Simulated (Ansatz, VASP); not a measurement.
# LuH2: VASP beside Ansatz

```
CELL_PARAMETERS angstrom
0.00000 2.47956 2.47956
2.47956 0.00000 2.47956
2.47956 2.47956 0.00000
ATOMIC_POSITIONS crystal
Lu 0.00000 0.00000 0.00000
H 0.25000 0.25000 0.25000
H 0.75000 0.75000 0.75000
```

Alike in both runs: functional PBEsol; k mesh 16 × 16 × 16; occupations fermi-dirac, width 0.15 eV; no spin polarisation.

Ansatz relaxed the structure, and its values are those at the end. VASP's run is a single point on that final structure, the one shown.

|  | VASP | Ansatz |
| --- | --- | --- |
| version | VASP 6.6.1 | Ansatz 0.2.0 |
| potentials or method | VASP PAW PBE potentials, release 64 (Lu, H), cutoff 600 eV | scalar-relativistic, plane waves, PAW |
| valence electrons in the cell | 27 | 27 |

|  | VASP | Ansatz | Ansatz less VASP |
| --- | --- | --- | --- |
| gap on the k mesh at the Fermi level (eV) | none | none | - |
| pressure (GPa) | 0.5 | 0.0 | -0.51 |

VASP's potentials were made for PBE, not for PBEsol. A gap of «none» marks a metal or a gap that the smearing closes. The functional is the same, so the differences come from potentials, cutoffs and numerics.

Spin-orbit coupling is off throughout.
